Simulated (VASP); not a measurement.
Ti:

```xyz
1
Lattice="0.0000 2.0300 1.9894 2.0300 0.0000 1.9894 2.0300 2.0300 0.0000" Properties=species:S:1:pos:R:3 pbc="T T T"
Ti    0.0000    0.0000    0.0000
```

This cell differs from its parent crystal: zz strain of -2 %.

Base run:

- Program: VASP 6.6.1
- Functional: LDA
- Potentials or basis: VASP PAW LDA potentials, release 64 (Ti_sv)
- Cutoff: 400 eV
- k mesh: 15 × 15 × 15
- Occupations: fermi-dirac, width 0.05 eV
- Spin: no spin polarisation

Its results: band gap on the k mesh zero (bands 6 and 7 overlap by 1.15 eV); pressure -3.5 GPa.

The run is repeated on the same cell with these changes: cutoff from 400 eV to 520 eV; further incar settings from ALGO = Normal; EDIFF = 1e-08; NBANDS = 12 to ALGO = Normal; EDIFF = 1e-07; NBANDS = 12. What comes out?

Band gap on the k mesh zero (bands 6 and 7 overlap by 1.15 eV); pressure -2.8 GPa.

Caveats: the cell stands under tension (at least some runs).
